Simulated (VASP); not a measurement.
Wanted: the native input for a VASP 6.6.1 run.

* Task: relaxation of cell and atoms
* Functional: PBE
* Potentials or basis: VASP PAW PBE potentials, release 64 (B, N)
* Cutoff: 600 eV
* k mesh: 12 × 12 × 12
* Occupations: gaussian, width 0.02 eV
* Spin: no spin polarisation
* Dipole correction: no
* Further INCAR settings: ALGO = Normal; EDIFF = 1e-06; IBRION = 2; EDIFFG = -0.01; NSW = 80; ISIF = 3

The structure of BN lies in POSCAR:

```
BN
1.0
    0.0000000000      1.8123137455      1.8123137455
    1.8123137455      0.0000000000      1.8123137455
    1.8123137455      1.8123137455      0.0000000000
B N
1 1
Direct
    0.0000000000      0.0000000000      0.0000000000
    0.7500000000      0.7500000000      0.7500000000
```

These files were run (other wordings do the same):

INCAR

```
SYSTEM = BN
PREC = Accurate ; ENCUT = 600
EDIFF = 1E-6 ; ISMEAR = 0
SIGMA = 0.02 ; LREAL = .False.
LASPH = .True. ; NELM = 80
ALGO = Normal ; ISIF = 3
LWAVE = .False. ; LCHARG = .False.
GGA = PE ; IBRION = 2
NSW = 80 ; EDIFFG = -0.01
```

KPOINTS

```
Automatic mesh
0
Gamma
  12 12 12
  0 0 0
```

Potentials or basis: VASP PAW PBE potentials, release 64 (B, N).

Launch:

```sh
$ cat potpaw_PBE.64/B/POTCAR potpaw_PBE.64/N/POTCAR > POTCAR
$ mpirun -np 1 vasp_std > vasp.out
```

Results of the run:

```
Pressure after relaxing : 0.0 GPa
Band gap on the k mesh  : 4.45 eV, indirect (least direct gap 8.78 eV)
```

Caveat: the relaxation stopped at its first step, so nothing moved.

Run time: 9.7 s on 1 thread of Intel Xeon 8259CL, with other jobs on the host, peak memory 0.12 GiB.
